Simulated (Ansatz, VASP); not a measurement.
# Cd2SO: VASP beside Ansatz

Contents of INCAR:

```
PREC     = Accurate       # precision mode
ENCUT    = 520            # plane-wave cutoff, eV
EDIFF    = 1E-6           # SCF threshold, eV
ISMEAR   = -1             # smearing method
SIGMA    = 0.02           # smearing width, eV
LREAL    = F              # projectors in reciprocal space
LASPH    = T              # aspherical terms in the spheres
NELM     = 80             # most SCF steps
ALGO     = Normal         # electronic algorithm
ISIF     = 2              # what is computed and relaxed
LWAVE    = F              # write WAVECAR
LCHARG   = F              # write CHGCAR
GGA      = PE             # functional
NBANDS   = 26             # bands
```

KPOINTS

```
regular mesh
0
Gamma
  6 6 4
```

File POSCAR:

```
Cd2SO
1.0
    3.8492308998      0.0000000000      0.0000000000
    0.0000000000      3.8492308998      0.0000000000
    0.0000000000      0.0000000000      5.3284187466
O Cd S
1 2 1
Direct
    0.0000000000      0.0000000000      0.0000000000
    0.0000000000      0.5000000000      0.7925351347
    0.5000000000      0.0000000000      0.2074648653
    0.5000000000      0.5000000000      0.5000000000
```

Input for Ansatz:

```yaml
crystal:
  lattice:
    - [3.8492308998, 0.0, 0.0]
    - [0.0, 3.8492308998, 0.0]
    - [0.0, 0.0, 5.3284187466]
  atoms:
    - { symbol: O, position: [0.0, 0.0, 0.0] }
    - { symbol: Cd, position: [0.0, 0.5, 0.7925351347] }
    - { symbol: S, position: [0.5, 0.5, 0.5] }
    - { symbol: Cd, position: [0.5, 0.0, 0.2074648653] }
kpoints:
  mp_grid: { grid: [6, 6, 4] }
hamiltonian:
  xc: pbe
scf:
  occupations: { method: fermi_dirac, width: 0.02 }
  n_extra_bands: 5
output:
  forces: true
  stress: true
  eigenvalues: true
```

Alike in both runs: task single point; functional PBE; k mesh 6 × 6 × 4; occupations fermi-dirac, width 0.02 eV; no spin polarisation.

|  | VASP | Ansatz |
| --- | --- | --- |
| version | VASP 6.6.1 | Ansatz 0.2.0 |
| potentials or method | VASP PAW PBE potentials, release 64 (O, Cd, S) | plane waves, PAW |
| plane-wave cutoff (eV) | 520 | 420 |
| valence electrons in the cell | 36 | 52 |

|  | VASP | Ansatz | Ansatz less VASP |
| --- | --- | --- | --- |
| pressure (GPa) | 5.7 | 5.0 | -0.77 |
| rms of the force components (eV/Å) | 0.010 | 0.022 | +0.0127 |

VASP's potentials hold 36 valence electrons a cell and Ansatz's 52, so a difference there can come from the potentials and not from the codes.
